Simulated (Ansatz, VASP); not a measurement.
**One calculation of Sc, two programs**

The input INCAR:

```
PREC = Accurate ; ENCUT = 520
EDIFF = 1E-6 ; ISMEAR = -1
SIGMA = 0.1 ; LREAL = F
LASPH = T ; NELM = 60
ALGO = Normal ; ISIF = 2
LWAVE = F ; LCHARG = F
GGA = B5 ; ALDAX = 1.0
AGGAX = 1.0 ; AGGAC = 1.0
ALDAC = 0.0 ; NBANDS = 18
```

Contents of KPOINTS:

```
Automatic mesh
0
Gamma
  9 9 9
```

The input POSCAR:

```
Sc
1.0
    0.0000000000      3.3005306829      3.3005306829
    3.3005306829      0.0000000000      3.3005306829
    3.3005306829      3.3005306829      0.0000000000
Sc
2
Direct
    0.1250000000      0.1250000000      0.1250000000
    0.8750000000      0.8750000000      0.8750000000
```

Input for Ansatz:

```yaml
crystal:
  lattice:
    - [0.0, 3.3005306829, 3.3005306829]
    - [3.3005306829, 0.0, 3.3005306829]
    - [3.3005306829, 3.3005306829, 0.0]
  atoms:
    - { symbol: Sc, position: [0.125, 0.125, 0.125] }
    - { symbol: Sc, position: [0.875, 0.875, 0.875] }
hamiltonian:
  xc: blyp
  pseudopotentials:
    kind: paw
    azcp:
      Sc: "pseudopotentials/Sc.paw.azcp"
basis:
  ecutwfc: 420
  fft_grid_basis: typed
kpoints:
  mp_grid: { grid: [9, 9, 9], shift: [0, 0, 0] }
magnetization:
  spin_polarized: false
scf:
  occupations: { method: fermi_dirac, width: 0.1 }
  lower_state_search: "off"
output:
  stress: true
```

Alike in both runs: task single point; functional BLYP; k mesh 9 × 9 × 9; occupations fermi-dirac, width 0.1 eV; no spin polarisation.

```csv
,VASP,Ansatz
version,VASP 6.6.1,Ansatz 0.2.0
potentials or method,"VASP PAW PBE potentials, release 64 (Sc_sv), cutoff 520 eV","plane waves (420 eV) with PAW, scalar-relativistic"
valence electrons in the cell,22,22
```

|  | VASP | Ansatz | Ansatz less VASP |
| --- | --- | --- | --- |
| pressure (GPa) | 0.8 | 0.8 | +0.05 |

VASP's potentials were made for PBE, not for BLYP. The functional is the same, so the differences come from potentials, cutoffs and numerics.
